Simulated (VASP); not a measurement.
# K in VASP: a series of runs

The runs below take K through single point, with LDA, PBE, PBEsol.

All numbers are computed with VASP 6.6.1; they aren't measurements. Logs are shortened: lines on timing, memory, paths and dates and some standing lists are left out, and cuts for length are marked.

## (1) The cell of the first run

Symmetry: Im-3m, No. 229, cubic system. Conventional cell: a = 5.466 Å, b = 5.466 Å, c = 5.466 Å, α = 90.00°, β = 90.00°, γ = 90.00°.

## (2) Single point, LDA (volume scaled by 1.04)

INCAR

```
PREC = Accurate ; ENCUT = 520
EDIFF = 1E-6 ; ISMEAR = -1
SIGMA = 0.05 ; LREAL = False
LASPH = True ; NELM = 100
ALGO = Fast ; ISIF = 2
LWAVE = False ; LCHARG = False
GGA = CA ; NBANDS = 10
```

KPOINTS

```
regular mesh
0
Gamma
  7 7 7
```

POSCAR

```
K
1.0
   -2.7330567785      2.7330567785      2.7330567785
    2.7330567785     -2.7330567785      2.7330567785
    2.7330567785      2.7330567785     -2.7330567785
K
1
Direct
    0.0000000000      0.0000000000      0.0000000000
```

Potentials or basis: VASP PAW LDA potentials, release 64 (K_sv).

Run with:

```bash
> cat potpaw_LDA.64/K_sv/POTCAR > POTCAR
> mpirun -np 1 vasp_std > vasp.out
```

OUTCAR:

```text
PREC = Accurate
   ENCUT = 520
   EDIFF = 1E-6
   ISMEAR = -1
   LREAL = False
   LASPH = True
   NELM = 100
   ISIF = 2
   GGA = CA

 ion  position               nearest neighbor table
   1  0.000  0.000  0.000-

  LATTYP: Found a body centered cubic cell.
 ALAT       =     5.4661135570

  Lattice vectors:

 A1 = (  -2.7330567785,   2.7330567785,   2.7330567785)
 A2 = (   2.7330567785,  -2.7330567785,   2.7330567785)
 A3 = (   2.7330567785,   2.7330567785,  -2.7330567785)

Analysis of symmetry for initial positions (statically):
=====================================================================
 Subroutine PRICEL returns:
 Original cell was already a primitive cell.

 Routine SETGRP: Setting up the symmetry group for a
 body centered cubic supercell.

 Subroutine GETGRP returns: Found 48 space group operations
 (whereof 48 operations were pure point group operations)
 out of a pool of 48 trial point group operations.

The static configuration has the point symmetry O_h .

Analysis of symmetry for dynamics (positions and initial velocities):
=====================================================================
 Subroutine PRICEL returns:
 Original cell was already a primitive cell.

 Routine SETGRP: Setting up the symmetry group for a
 body centered cubic supercell.

 Subroutine GETGRP returns: Found 48 space group operations
 (whereof 48 operations were pure point group operations)
 out of a pool of 48 trial point group operations.

The dynamic configuration has the point symmetry O_h .

 Subroutine INISYM returns: Found 48 space group operations
 (whereof 48 operations are pure point group operations),
 and found     1 'primitive' translations

----------------------------------------------------------------------------------------

                                     Primitive cell

  volume of cell :      81.6594

  direct lattice vectors                    reciprocal lattice vectors
    -2.733056778  2.733056778  2.733056778     0.000000000  0.182945339  0.182945339
     2.733056778 -2.733056778  2.733056778     0.182945339  0.000000000  0.182945339
     2.733056778  2.733056778 -2.733056778     0.182945339  0.182945339  0.000000000

  length of vectors
     4.733793200  4.733793200  4.733793200     0.258723780  0.258723780  0.258723780

  position of ions in fractional coordinates (direct lattice)
     0.000000000  0.000000000  0.000000000

  ion indices of the primitive-cell ions
   primitive index   ion index
                 1           1

----------------------------------------------------------------------------------------

 KPOINTS: regular mesh

Automatic generation of k-mesh.
 Grid dimensions read from file:
 generate k-points for:    7    7    7

 Generating k-lattice:

  Cartesian coordinates                     Fractional coordinates (reciprocal lattice)
     0.000000000  0.026135048  0.026135048     0.142857143  0.000000000  0.000000000
     0.026135048  0.000000000  0.026135048     0.000000000  0.142857143  0.000000000
     0.026135048  0.026135048  0.000000000     0.000000000  0.000000000  0.142857143

  Length of vectors
     0.036960540  0.036960540  0.036960540

  Shift w.r.t. Gamma in fractional coordinates (k-lattice)
     0.000000000  0.000000000  0.000000000

 Subroutine IBZKPT returns following result:
 ===========================================

 Found     20 irreducible k-points:

 Following reciprocal coordinates:
            Coordinates               Weight
  0.000000  0.000000  0.000000      1.000000
  0.142857  0.000000  0.000000     12.000000
  0.285714  0.000000  0.000000     12.000000
  0.428571  0.000000  0.000000     12.000000
  0.142857  0.142857  0.000000     24.000000
  0.285714  0.142857  0.000000     48.000000
[... 12 lines left out ...]
 -0.428571 -0.428571  0.285714      8.000000
 -0.428571  0.428571  0.428571      6.000000
   k-points           NKPTS =     20   k-points in BZ     NKDIM =     20   number of bands    NBANDS=     10
   number of dos      NEDOS =    301   number of ions     NIONS =      1
   total plane-waves  NPLWV =  46656
   dimension x,y,z NGX =    36 NGY =   36 NGZ =   36
   dimension x,y,z NGXF=    72 NGYF=   72 NGZF=   72
   ions per type =               1
   NGX,Y,Z   is equivalent  to a cutoff of  12.64, 12.64, 12.64 a.u.
   NGXF,Y,Z  is equivalent  to a cutoff of  25.29, 25.29, 25.29 a.u.
 SYSTEM =  unknown system
   PREC   = accura    normal or accurate (medium, high low for compatibility)
   ISTART =      0    job   : 0-new  1-cont  2-samecut
   ICHARG =      2    charge: 1-file 2-atom 10-const
   ISPIN  =      1    spin polarized calculation?
   LNONCOLLINEAR =      F non collinear calculations
   LSORBIT =      F    spin-orbit coupling
   LASPH  =      T    aspherical Exc in radial PAW
   ENCUT  =  520.0 eV  38.22 Ry    6.18 a.u.   8.80  8.80  8.80*2*pi/ulx,y,z
   NELM   =    100;   NELMIN=  2; NELMDL= -5     # of ELM steps
   EDIFF  = 0.1E-05   stopping-criterion for ELM
   LREAL  =      F    real-space projection
[... 7 lines left out ...]
   TEBEG  =    0.0;   TEEND  =   0.0 temperature during run
   PSTRESS=    0.0 pullay stress
   NELECT =       9.0000    total number of electrons
   NUPDOWN=      -1.0000    fix difference up-down
   EMIN   =  10.00;   EMAX   =-10.00  energy-range for DOS
   EFERMI =   0.00;   METHOD = LEGACY
   ISMEAR =    -1;   SIGMA  =   0.05  broadening in eV -4-tet -1-fermi 0-gaus
   EFERMI_NEDOS =   21; number of points for ismear=-14 and -15
   IALGO  =     68    algorithm
   IMIX   =      4    mixing-type and parameters
     AMIX     =   0.40;   BMIX     =  1.00
     AMIX_MAG =   1.60;   BMIX_MAG =  1.00
  volume/ion in A,a.u.               =      81.66       551.06
  Fermi-wavevector in a.u.,A,eV,Ry     =   0.784911  1.483266  8.382347  0.616085
  Thomas-Fermi vector in A             =   1.889140
   LORBIT       =      0    0 simple, 1 ext, 2 COOP (PROOUT), +10 PAW based schemes
   GGA     = CA    functional components
   LHFCALC =     F    Hartree Fock is set to
   AEXX    =    0.0000 exact exchange contribution
   IVDW    =     0    specifies the selected vdW correction
   LEPSILON=     F    determine dielectric tensor
   LRPA    =     F    only Hartree local field effects (RPA)
 non-spin polarized calculation
 RMM-DIIS sequential band-by-band and
  energy-cutoff  :      520.00
  volume of cell :       81.66
 maximum number of plane-waves:      2214
   NGX = 17   NGY = 17   NGZ = 17

 number of electron       8.9999999 magnetization

 Free energy of the ion-electron system (eV)
  ---------------------------------------------------
  ext. energy  EPLUGINS =         0.00000000
  ---------------------------------------------------
  free energy    TOTEN  =        -1.12427961 eV

  energy without entropy =       -1.11698001  energy(sigma->0) =       -1.12062981

 E-fermi :  -0.5178     XC(G=0):  -5.6074

 val. band max:       -0.5809943870   @ k =  -0.2857   0.4286   0.1429
 cond. band min:      -0.3925066937   @ k =  -0.4286   0.4286   0.1429
 fundamental gap:      0.1884876933
 Fermi energy:        -0.5178032904

 k-point     1 :       0.0000    0.0000    0.0000
  band No.  band energies     occupation
      1     -32.4110      2.00000
      2     -16.0961      2.00000
      3     -16.0961      2.00000
      4     -16.0961      2.00000
      5      -2.5317      2.00000
      6       3.5397      0.00000
      7       3.5397      0.00000
      8       3.5397      0.00000
      9       4.4080      0.00000
     10       4.4080      0.00000

 k-point     2 :       0.1429    0.0000    0.0000
  band No.  band energies     occupation
      1     -32.4105      2.00000
      2     -16.1053      2.00000
      3     -16.0993      2.00000
      4     -16.0961      2.00000
      5      -2.2986      2.00000
      6       3.1404      0.00000
      7       3.2807      0.00000
      8       3.7152      0.00000
      9       4.1837      0.00000
     10       4.3684      0.00000

 k-point     3 :       0.2857    0.0000    0.0000
  band No.  band energies     occupation
      1     -32.4094      2.00000
      2     -16.1257      2.00000
      3     -16.1063      2.00000
      4     -16.0960      2.00000
      5      -1.6255      2.00000
      6       1.9948      0.00000
      7       2.8414      0.00000
      8       4.2257      0.00000
      9       4.2269      0.00000
     10       4.4070      0.00000

 k-point     4 :       0.4286    0.0000    0.0000
  band No.  band energies     occupation
      1     -32.4085      2.00000
      2     -16.1419      2.00000
      3     -16.1120      2.00000
      4     -16.0960      2.00000
      5      -0.5975      1.66260
      6       0.6974      0.00000
      7       2.5671      0.00000
      8       4.0447      0.00000
      9       4.7020      0.00000
     10       5.0584      0.00000
[... 170 lines left out ...]
 k-point    18 :      -0.4286    0.4286    0.2857
  band No.  band energies     occupation
      1     -32.4072      2.00000
      2     -16.1347      2.00000
      3     -16.1234      2.00000
      4     -16.1180      2.00000
      5       0.1613      0.00000
      6       1.2263      0.00000
      7       2.4512      0.00000
      8       2.6454      0.00000
      9       3.5997      0.00000
     10       5.1955      0.00000

 k-point    19 :      -0.4286   -0.4286    0.2857
  band No.  band energies     occupation
      1     -32.4068      2.00000
      2     -16.1320      2.00000
      3     -16.1320      2.00000
      4     -16.1198      2.00000
      5       0.9488      0.00000
      6       0.9488      0.00000
      7       1.7367      0.00000
      8       3.2444      0.00000
      9       3.2444      0.00000
     10       4.7926      0.00000

 k-point    20 :      -0.4286    0.4286    0.4286
  band No.  band energies     occupation
      1     -32.4064      2.00000
      2     -16.1311      2.00000
      3     -16.1297      2.00000
      4     -16.1297      2.00000
      5       0.8668      0.00000
      6       1.3042      0.00000
      7       2.6616      0.00000
      8       2.6737      0.00000
      9       2.6737      0.00000
     10       4.7669      0.00000

------------------------ aborting loop because EDIFF is reached ----------------------------------------

  FORCE on cell =-STRESS in cart. coord.  units (eV):
  Direction    XX          YY          ZZ          XY          YZ          ZX
  --------------------------------------------------------------------------------------
  -------------------------------------------------------------------------------------
  Total       -0.3534244     -0.3534244     -0.3534244      0.0000000     -0.0000000      0.0000000
  in kB       -6.9342763     -6.9342763     -6.9342763      0.0000000     -0.0000000      0.0000000
  external PRESSURE =      -6.9342763 kB  Pullay stress =       0.0000000 kB

 VOLUME and BASIS-vectors are now :
 -----------------------------------------------------------------------------
  energy-cutoff  :      520.00
  volume of cell :       81.66
      direct lattice vectors                 reciprocal lattice vectors
    -2.733056778  2.733056778  2.733056778     0.000000000  0.182945339  0.182945339
     2.733056778 -2.733056778  2.733056778     0.182945339  0.000000000  0.182945339
     2.733056778  2.733056778 -2.733056778     0.182945339  0.182945339  0.000000000

 POSITION                                       TOTAL-FORCE (eV/Angst)
 -----------------------------------------------------------------------------------
      0.00000      0.00000      0.00000        -0.000000     -0.000000     -0.000000
 -----------------------------------------------------------------------------------
    total drift:                               -0.000000     -0.000000      0.000000

  FREE ENERGIE OF THE ION-ELECTRON SYSTEM (eV)
  ---------------------------------------------------
  free  energy   TOTEN  =        -1.1242796137 eV

  energy  without entropy=       -1.1169800105  energy(sigma->0) =       -1.12062981
```

Wall time 23 s (1 thread of AMD EPYC 7R43 (Zen 3), shared host); peak memory 0.13 GiB.

What came out:

* Free energy: -1.1243 eV
* Pressure: -0.7 GPa

[end of part 1 of 2]
